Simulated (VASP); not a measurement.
Here is a VASP 6.6.1 calculation.

Contents of INCAR:

```
SYSTEM = MgS
ALGO = Normal
EDIFF = 1E-6
ENCUT = 520
GGA = PS
ISIF = 2
ISMEAR = -1
LASPH = .True.
LCHARG = .True.
LELF = .True.
LREAL = .False.
LVHAR = .True.
LWAVE = .False.
NBANDS = 11
NELM = 80
PREC = Accurate
SIGMA = 0.03
```

File KPOINTS:

```
k-points
0
Gamma
  10 10 10
  0 0 0
```

The input POSCAR:

```
MgS
1.0
   -0.0260165000      2.5886417500      2.5886417500
    2.5886417500     -0.0260165000      2.5886417500
    2.5886417500      2.5886417500     -0.0260165000
Mg S
1 1
Direct
    0.0000000000      0.0000000000      0.0000000000
    0.5000000000      0.5000000000      0.5000000000
```

Potentials or basis: VASP PAW PBE potentials, release 64 (Mg, S).

Launch:

```sh
$ cat potpaw_PBE.64/Mg/POTCAR potpaw_PBE.64/S/POTCAR > POTCAR
$ mpirun -np 1 vasp_std > vasp.out
```

**Question.** Predict the band gap on the k mesh.

**Answer.** 2.61 eV, indirect (least direct gap 3.50 eV).

**Question.** What does it give for the pressure?

**Answer.** -1.1 GPa.

Stress tensor (GPa, compression positive):
```
-1.15  0.53  0.53
 0.53 -1.15  0.53
 0.53  0.53 -1.15
```

Caveat: the cell differs from its parent crystal (equal xy, yz and zx shear strains of -1 %); the PAW data sets were made with another functional, which shifts forces and pressure a little. A k mesh can miss the band edges.
